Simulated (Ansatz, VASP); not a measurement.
# Zn in VASP and in Ansatz

```
Zn
1.0
     2.61436    0.00000    0.00000
    -1.30718    2.26410    0.00000
     0.00000    0.00000    4.87316
Zn
2
Cartesian
  0.0000 1.5094 1.2183
  1.3072 0.7547 3.6549
```

Alike in both runs: task relaxation of cell and atoms; functional LDA; k mesh 18 × 18 × 10; occupations gaussian, width 0.1 eV; no spin polarisation.

```csv
,VASP,Ansatz
version,VASP 6.6.1,Ansatz 0.2.0
potentials or method,"VASP PAW LDA potentials, release 64 (Zn), cutoff 500 eV","scalar-relativistic, plane waves, PAW"
valence electrons in the cell,24,24
```

|  | VASP | Ansatz | Ansatz less VASP |
| --- | --- | --- | --- |
| gap on the k mesh at the Fermi level, each at its own relaxed structure (eV) | none | none | - |
| relaxed volume (Å³/atom) | 13.77 | 13.67 | -0.094 |
| relaxed cell length with the largest relative difference (Å) | 2.558 | 2.551 | -0.0070 |

LDA's correlation is that of Perdew and Zunger in VASP and of Perdew and Wang (1992) in Ansatz. A gap of «none» marks a metal or a gap that the smearing closes.
